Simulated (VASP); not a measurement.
Write the native input for VASP 6.6.1 that does the following.

```yaml
Task: single point
Functional: PBE
Potentials_or_basis: VASP PAW PBE potentials, release 64 (Ta_pv)
Cutoff: 520 eV
k_mesh: 18 × 18 × 18
Occupations: gaussian, width 0.1 eV
Spin: no spin polarisation
Dipole_correction: no
Further_INCAR_settings: ALGO = Normal; EDIFF = 1e-06; NBANDS = 12
```

The structure of Ta lies in POSCAR:

```
Ta
1.0
   -1.6962113288      1.6962113288      1.6962113288
    1.6962113288     -1.6962113288      1.6962113288
    1.6962113288      1.6962113288     -1.6962113288
Ta
1
Direct
    0.0000000000      0.0000000000      0.0000000000
```

This cell differs from its parent crystal: strained.

These files were run (other wordings do the same):

INCAR

```
SYSTEM = Ta
  PREC = Accurate
  ENCUT = 520
  EDIFF = 1E-6
  ISMEAR = 0
  SIGMA = 0.1
  LREAL = .False.
  LASPH = .True.
  NELM = 60
  ALGO = Normal
  ISIF = 2
  LWAVE = .False.
  LCHARG = .False.
  GGA = PE
  NBANDS = 12
```

KPOINTS

```
regular mesh
0
Gamma
  18 18 18
  0 0 0
```

Potentials or basis: VASP PAW PBE potentials, release 64 (Ta_pv).

The run is started by

```sh
$ cat potpaw_PBE.64/Ta_pv/POTCAR > POTCAR
$ mpirun -np 1 vasp_std > vasp.out
```

Results of the run:

```
Pressure : -11.3 GPa
```

Caveat: the cell differs from its parent crystal (strained).

Run time: 22 s on 1 thread of Intel Xeon 6975P-C, with other jobs on the host, peak memory 0.17 GiB.
